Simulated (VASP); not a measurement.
## C: single point with PBE

C:

```
C
1.0
     0.00000    2.06935    1.75459
     1.53359    0.00000    1.75459
     1.53359    2.06935    0.00000
C
2
Direct
  0.50000 0.50000 0.50000
  0.75000 0.75000 0.75000
```

This cell differs from its parent crystal: strain +e along x and -e along y -0.1500, strain +e along z and -e/2 along x and y -0.0175.

```yaml
Program: VASP 6.6.1
Task: single point
Functional: PBE
Potentials_or_basis: VASP PAW PBE potentials, release 64 (C)
Cutoff: 520 eV
k_mesh: 12 × 12 × 12
Occupations: gaussian, width 0.05 eV
Spin: no spin polarisation
```

```json
{
 "Pressure": "12.8 GPa",
 "Band gap on the k mesh": "zero (band 4 reaches 12.10 eV, above the bottom of band 5 at 11.11 eV)"
}
```

Stress tensor (GPa, compression positive):
```
 127.95    0.00    0.00
   0.00 -154.70    0.00
   0.00    0.00   65.19
```

Levels at points of the mesh, in eV from the Fermi level:
```tsv
k point	band 1	band 2	band 3	band 4	band 5	band 6	band 7	band 8
(0.00, 0.00, 0.00)	-23.17	-4.27	-0.53	0.57	3.09	4.73	6.73	10.09
(0.50, 0.00, 0.00)	-16.99	-14.83	-6.49	-1.86	2.40	7.27	11.41	14.48
(0.50, 0.50, 0.00)	-14.02	-14.02	-7.38	-7.38	3.70	3.70	12.17	12.17
(0.50, 0.00, 0.50)	-16.49	-16.49	-5.05	-5.05	7.39	7.39	13.68	13.68
(0.00, 0.50, 0.50)	-11.80	-11.80	-9.54	-9.54	0.34	0.34	14.58	14.58
```

It took 14 s on 1 thread of Intel(R) Xeon(R) Platinum 8559C (Emerald Rapids), with other jobs on the host, peak memory 0.13 GiB.

Caveat: the cell differs from its parent crystal (strain +e along x and -e along y -0.1500, strain +e along z and -e/2 along x and y -0.0175).
